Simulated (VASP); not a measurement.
SiO2: relaxation of the atoms with PBE

Crystal: SiO2.

```
Si O
1.0
     4.93290    0.00000    0.00000
     0.00000    4.93290    0.00000
     0.00000    0.00000    6.46450
Si O
4 8
Cartesian
  4.0337 4.0337 3.2323
  3.3657 1.5672 1.6161
  0.8992 0.8992 0.0000
  1.5672 3.3657 4.8484
  1.3237 1.7984 5.1841
  0.6681 3.7901 3.5680
  3.6092 3.1345 1.9518
  4.2648 1.1428 0.3357
  3.7901 0.6681 2.8965
  3.1345 3.6092 4.5127
  1.1428 4.2648 6.1288
  1.7984 1.3237 1.2804
```

```yaml
Program: VASP 6.6.1
Task: relaxation of the atoms
Functional: PBE
Potentials_or_basis: VASP PAW PBE potentials, release 64 (Si, O)
Cutoff: 520 eV
k_mesh: 4 × 4 × 3
Occupations: fermi-dirac, width 0.02 eV
Spin: no spin polarisation
Dipole_correction: no
Further_INCAR_settings: ALGO = Normal; EDIFF = 1e-06; IBRION = 2; EDIFFG = -0.02; NSW = 80
```

```json
{"Energy gained by relaxing": "0.8 meV/atom", "Ionic steps": "5", "Pressure after relaxing": "3.0 GPa", "Largest force after relaxing": "0.009 eV/Å", "Band gap on the k mesh": "5.66 eV"}
```

Forces in eV/Å, atoms in the order of the input:
```
Si   0.006  0.006  0.000
Si  -0.006  0.006  0.000
Si  -0.006 -0.006  0.000
Si   0.006 -0.006  0.000
O    0.003 -0.008  0.002
O    0.008  0.003  0.002
O   -0.003  0.008  0.002
O   -0.008 -0.003  0.002
O    0.003  0.008 -0.002
O    0.008 -0.003 -0.002
O   -0.003 -0.008 -0.002
O   -0.008  0.003 -0.002
```

Stress tensor (GPa, compression positive):
```
2.25 0.00 0.00
0.00 2.25 0.00
0.00 0.00 4.51
```

The path:
```
step  energy change (eV)  largest force (eV/Å)  pressure (GPa)
   1              0.0000                0.2030            4.23
   2             -0.0050                0.2656            3.45
   3             -0.0058                0.1957            3.66
   4             -0.0101                0.0226            3.08
   5             -0.0101                0.0089            3.00
```

Final structure:
```cif
data_structure
_symmetry_space_group_name_H-M 'P 1'
_symmetry_Int_Tables_number 1
_cell_length_a 4.9329
_cell_length_b 4.9329
_cell_length_c 6.4645
_cell_angle_alpha 90.000
_cell_angle_beta 90.000
_cell_angle_gamma 90.000
_cell_volume 157.30
loop_
_atom_site_label
_atom_site_type_symbol
_atom_site_fract_x
_atom_site_fract_y
_atom_site_fract_z
_atom_site_occupancy
Si1 Si 0.81689 0.81689 0.50000 1
Si2 Si 0.68311 0.31689 0.25000 1
Si3 Si 0.18311 0.18311 0.00000 1
Si4 Si 0.31689 0.68311 0.75000 1
O1 O 0.26898 0.36387 0.80004 1
O2 O 0.13613 0.76898 0.55004 1
O3 O 0.73102 0.63613 0.30004 1
O4 O 0.86387 0.23102 0.05004 1
O5 O 0.76898 0.13613 0.44996 1
O6 O 0.63613 0.73102 0.69996 1
O7 O 0.23102 0.86387 0.94996 1
O8 O 0.36387 0.26898 0.19996 1
```

Levels at points of the mesh, in eV from the valence-band top:
```csv
k point,band 28,band 29,band 30,band 31,band 32,band 33,band 34,band 35,band 36,band 37
"(0.00, 0.00, 0.00)",-1.32,-0.86,-0.50,-0.50,0.00,5.66,8.81,8.81,9.43,9.45
"(0.50, 0.00, 0.00)",-0.97,-0.75,-0.75,-0.53,-0.53,7.77,7.77,9.17,9.17,9.62
"(0.50, 0.50, 0.00)",-1.25,-0.58,-0.58,-0.50,-0.50,8.53,8.53,8.67,8.67,9.50
```

Run time: 3.2 min on 1 thread of AMD EPYC 7R43 64-Core Processor (Zen 3), on a shared host, peak memory 0.25 GiB.

A hybrid or GW would open this gap; PBE tends to underestimate it.
